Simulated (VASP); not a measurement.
A run of VASP 6.6.1:

Contents of INCAR:

```
SYSTEM = Mg15O17
PREC = Accurate ; ENCUT = 520
EDIFF = 1E-6 ; ISMEAR = 0
SIGMA = 0.01 ; LREAL = Auto
LASPH = .True. ; NELM = 60
ALGO = Normal ; ISIF = 2
LWAVE = .False. ; LCHARG = .True.
GGA = PE ; LELF = .True.
LVHAR = .True. ; NELECT = 130.0
NBANDS = 88
```

Contents of KPOINTS:

```
Automatic mesh
0
Gamma
  2 2 2
  0.5 0.5 0.5
```

POSCAR

```
Mg15O17
1.0
    4.2535896552      4.2535896552      4.2535896552
    4.2535896552     -4.2535896552     -4.2535896552
   -4.2535896552      4.2535896552     -4.2535896552
O Mg
17 15
Direct
    0.7516869969      0.0556755061      0.3052459219
    0.4970807514      0.7485316315      0.2527237778
    0.7514841116      0.7420271423     -0.0082230982
    0.5029887330      0.4961965092      0.4975323673
   -0.0000516698      0.7446535672      0.7460690487
    0.7514717914      0.4977550489      0.2525167928
    0.2514975115      0.7519071899      0.5017196615
   -0.0000541526      0.4962451544     -0.0054685816
    0.5031012335      0.2477838294      0.7460388382
    0.7515499098      0.2106100146      0.4603291530
    0.2465273742      0.4977700751      0.7475848519
    0.4971004365      0.0029192444     -0.0017104359
    0.0057927206      0.2572781971      0.2527660502
    0.2514676138      0.2519113559      0.0017457434
    0.7514950775      0.0027749764      0.7475960358
    0.0059773438      0.0029206476      0.5071638449
    0.2564449106      0.0027533362      0.2525553816
   -0.0070235854     -0.0045469374      0.0037579150
    0.7515209830      0.7516906732      0.4997821897
    0.2515054004      0.0022647805      0.7520767834
   -0.0070313970      0.7540186102      0.2452556399
    0.4866924284     -0.0128501173      0.5017563053
    0.2531792172      0.7516371437      0.0014535104
    0.7514847458      0.5132934829      0.7631085545
    0.0163419389      0.5168954472      0.5018551922
    0.5100265038      0.7539701635      0.7622962688
    0.7514630056      0.2499662372      0.0013334695
    0.2515230606      0.5023084138      0.2520619015
    0.5100601385      0.5125633099      0.0038350361
    0.0163223258      0.2520088287      0.7665849341
    0.2498984359      0.2499707279      0.4998456236
    0.4866494767      0.2520046610      0.2369564406
```

Potentials or basis: VASP PAW PBE potentials, release 64 (O, Mg).

Launch:

```sh
$ cat potpaw_PBE.64/O/POTCAR potpaw_PBE.64/Mg/POTCAR > POTCAR
$ mpirun -np 1 vasp_std > vasp.out
```

Hardware: 1 thread of AMD EPYC 7R43 64-Core Processor (Zen 3), with other jobs on the host.

Question: How long does it take, and how much memory?

Answer: It took 5.1 min on 1 thread of AMD EPYC 7R43 64-Core Processor (Zen 3) (shared host), peak memory 0.4 GiB. Counts: scf iterations 19, k points 4.
